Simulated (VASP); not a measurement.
Write the native input for VASP 6.6.1 that does the following.

- Task: single point
- Functional: PBE
- Potentials or basis: VASP PAW PBE potentials, release 64 (Cd, S)
- Cutoff: 520 eV
- k mesh: 8 × 8 × 8
- Occupations: gaussian, width 0.05 eV
- Spin: no spin polarisation
- Dipole correction: no
- Further INCAR settings: ALGO = Normal; EDIFF = 1e-07; NBANDS = 16

The structure of CdS lies in POSCAR:

```
CdS
1.0
    0.0000000000      2.9100000000      2.7936000000
    2.9100000000      0.0000000000      2.7936000000
    2.9100000000      2.9100000000      0.0000000000
Cd S
1 1
Direct
    0.0000000000      0.0000000000      0.0000000000
    0.7500000000      0.7500000000      0.7500000000
```

This cell differs from its parent crystal: strain +0.000 along x and y, -0.040 along z.

These files were run (other wordings do the same):

INCAR

```
SYSTEM = CdS
ALGO = Normal
EDIFF = 1E-7
ENCUT = 520
GGA = PE
ISIF = 2
ISMEAR = 0
LASPH = .TRUE.
LCHARG = .FALSE.
LREAL = .FALSE.
LWAVE = .FALSE.
NBANDS = 16
NELM = 80
PREC = Accurate
SIGMA = 0.05
```

KPOINTS

```
k-points
0
G
  8 8 8
  0 0 0
```

Potentials or basis: VASP PAW PBE potentials, release 64 (Cd, S).

The run is started by

```bash
$ cat potpaw_PBE.64/Cd/POTCAR potpaw_PBE.64/S/POTCAR > POTCAR
$ mpirun -np 1 vasp_std > vasp.out
```

Results of the run:

| Quantity | Value |
| --- | --- |
| Pressure | 6.7 GPa |
| Band gap on the k mesh | 1.17 eV |

Caveat: the cell differs from its parent crystal (strain +0.000 along x and y, -0.040 along z); the cell stands under pressure.

It took 62 s on 1 thread of Intel Xeon 8259CL, with other jobs on the host, peak memory 0.2 GiB.
